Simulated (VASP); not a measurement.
Here is a VASP 6.6.1 calculation.

Contents of POSCAR:

```
Rh
1.0
    0.0000000000      2.7323897059      2.7323897059
    2.7323897059      0.0000000000      2.7323897059
    2.7323897059      2.7323897059      0.0000000000
Rh
2
Direct
    0.1250000000      0.1250000000      0.1250000000
    0.8750000000      0.8750000000      0.8750000000
```

File INCAR.step1:

```
  PREC = Accurate
  ENCUT = 520
  ISMEAR = -1
  SIGMA = 0.1
  LREAL = False
  LASPH = True
  NELM = 80
  NBANDS = 22
  GGA = PE
  ALGO = Normal
  EDIFF = 1E-4
  LWAVE = True
  LCHARG = False
```

File INCAR.step2:

```
  PREC = Accurate
  ENCUT = 520
  EDIFF = 1E-6
  ISMEAR = -1
  SIGMA = 0.1
  LREAL = False
  LASPH = True
  NELM = 80
  ALGO = Normal
  ISIF = 2
  LWAVE = False
  LCHARG = False
  METAGGA = R2SCAN
  LMIXTAU = True
  NBANDS = 22
  ISTART = 1
```

File KPOINTS:

```
Automatic mesh
0
Gamma
  10 10 10
```

Potentials or basis: VASP PAW PBE potentials, release 64 (Rh_pv).

The run is started by

```bash
$ cat potpaw_PBE.64/Rh_pv/POTCAR > POTCAR
$ cp INCAR.step1 INCAR
$ mpirun -np 1 vasp_std > vasp.out
$ cp INCAR.step2 INCAR
$ mpirun -np 1 vasp_std > vasp.out
```

Problem. What does it give for the band gap on the k mesh?

Solution. Zero (bands 15 and 16 overlap by 1.26 eV).

Problem. Estimate the pressure.

Solution. 0.6 GPa.

Caveat: the PAW data sets were made with another functional, which shifts forces and pressure a little.
